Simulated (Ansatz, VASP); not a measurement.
# One calculation of CsBH3, two programs

```xyz
5
Lattice="4.0853 0.0000 0.0000 0.0000 4.0853 0.0000 0.0000 0.0000 4.0853" Properties=species:S:1:pos:R:3 pbc="T T T"
Cs    2.0426    2.0426    2.0426
B     0.0000    0.0000    0.0000
H     2.0426    0.0000    0.0000
H     0.0000    2.0426    0.0000
H     0.0000    0.0000    2.0426
```

Alike in both runs: task relaxation of cell and atoms; functional PBE; k mesh 4 × 4 × 4; occupations gaussian, width 0.1 eV; no spin polarisation.

|  | VASP | Ansatz |
| --- | --- | --- |
| version | VASP 6.6.1 | Ansatz 0.2.0 |
| potentials or method | VASP PAW PBE potentials, release 64 (Cs_sv, B, H), cutoff 600 eV | scalar-relativistic, plane waves, PAW |
| valence electrons in the cell | 15 | 15 |

```tsv
	VASP	Ansatz	Ansatz less VASP
gap on the k mesh at the Fermi level, each at its own relaxed structure (eV)	none	none	-
relaxed volume (Å³/atom)	10.85	10.84	-0.008
relaxed cell length with the largest relative difference (Å)	3.785	3.784	-0.0009
```

A gap of «none» marks a metal or a gap that the smearing closes.

The k mesh is coarse, so the values compare programs but aren't converged. Neither program's run includes spin-orbit coupling. Noted on VASP's run: the volume moved by over 15 % at a fixed basis, so the end points are rough.
